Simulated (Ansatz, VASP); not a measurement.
**Two plane-wave programs on SnO2**

File INCAR:

```
SYSTEM = SnO2
  ALGO = Normal
  EDIFF = 1E-6
  ENCUT = 520
  GGA = PE
  ISIF = 2
  ISMEAR = 0
  IVDW = 12
  LASPH = .True.
  LCHARG = .False.
  LREAL = .False.
  LWAVE = .False.
  NBANDS = 35
  NELM = 60
  PREC = Accurate
  SIGMA = 0.05
```

Contents of KPOINTS:

```
k-points
0
Gamma
  12 12 4
  0 0 0
```

POSCAR

```
SnO2
1.0
    3.2115702651      0.0000000000      0.0000000000
   -1.6057851326      2.7813014356      0.0000000000
    0.0000000000      0.0000000000     10.3427560363
Sn O
2 4
Direct
    0.0000000000      0.0000000000      0.5000000000
    0.0000000000      0.0000000000      0.0000000000
    0.6136230686      0.2272461371      0.4330987454
    0.6136230686      0.2272461371      0.1293653880
    0.2802897352      0.5605794705      0.6293653880
    0.2802897352      0.5605794705      0.9330987454
```

Input for Ansatz:

```yaml
crystal:
  lattice:
    - [3.2115702651, 0.0, 0.0]
    - [-1.6057851326, 2.7813014356, 0.0]
    - [0.0, 0.0, 10.3427560363]
  atoms:
    - { symbol: Sn, position: [0.0, 0.0, 0.5] }
    - { symbol: Sn, position: [0.0, 0.0, 0.0] }
    - { symbol: O, position: [0.6136230686, 0.2272461371, 0.4330987454] }
    - { symbol: O, position: [0.6136230686, 0.2272461371, 0.129365388] }
    - { symbol: O, position: [0.2802897352, 0.5605794705, 0.629365388] }
    - { symbol: O, position: [0.2802897352, 0.5605794705, 0.9330987454] }
basis:
  ecutwfc: 420
kpoints:
  mp_grid: { grid: [12, 12, 4] }
hamiltonian:
  xc: pbe
  dispersion: d3bj
scf:
  occupations: { method: gaussian, width: 0.05 }
output:
  forces: true
  stress: true
  eigenvalues: true
```

Change from the starting cell: all O atoms moved +0.438 Å, as atom 3 towards its neighbour atom 5 (O) at 2.749 Å.

Alike in both runs: task single point; functional PBE; dispersion D3(BJ); k mesh 12 × 12 × 4; occupations gaussian, width 0.05 eV; no spin polarisation.

```csv
,VASP,Ansatz
version,VASP 6.6.1,Ansatz 0.2.0
potentials or method,"VASP PAW PBE potentials, release 64 (Sn_d, O), cutoff 520 eV","scalar-relativistic, plane waves, PAW"
valence electrons in the cell,52,52
```

```csv
,VASP,Ansatz,Ansatz less VASP
gap on the k mesh at the Fermi level (eV),1.01,1.03,+0.023
least direct gap on the mesh (eV),1.01,1.03,+0.023
pressure (GPa),15.0,15.1,+0.09
"traceless stress, the component that is largest in VASP (GPa)",-15.94,-15.94,-0.002
rms of the force components (eV/Å),4.649,4.760,+0.1101
```

Atom by atom the forces differ by 0.135 eV/Å (rms over components).
